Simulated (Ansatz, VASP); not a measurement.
One calculation of Pt2F, two programs

```
CELL_PARAMETERS angstrom
1.41888 0.81919 5.49369
-1.41888 0.81919 5.49369
0.00000 -1.63838 5.49369
ATOMIC_POSITIONS crystal
Pt 0.74840 0.74840 0.74840
Pt 0.58490 0.58490 0.58490
F 0.00000 0.00000 0.00000
```

Alike in both runs: task single point; functional PBE; k mesh 6 × 6 × 6; occupations gaussian, width 0.1 eV; no spin polarisation.

|  | VASP | Ansatz |
| --- | --- | --- |
| version | VASP 6.6.1 | Ansatz 0.2.0 |
| potentials or method | VASP PAW PBE potentials, release 64 (Pt, F), cutoff 520 eV | scalar-relativistic, plane waves, PAW |
| valence electrons in the cell | 27 | 43 |

```csv
,VASP,Ansatz,Ansatz less VASP
gap on the k mesh at the Fermi level (eV),none,none,-
rms of the force components (eV/Å),3.836,3.809,-0.0266
```

Atom by atom the forces differ by 0.027 eV/Å (rms over components). A gap of «none» marks a metal or a gap that the smearing closes. With one functional, cell and mesh, what is left measures potentials, basis and numerics. VASP's potentials hold 27 valence electrons a cell and Ansatz's 43, so a difference there can come from the potentials and not from the codes.

The k mesh is coarse, so the values compare programs but aren't converged. Spin-orbit coupling is off throughout.
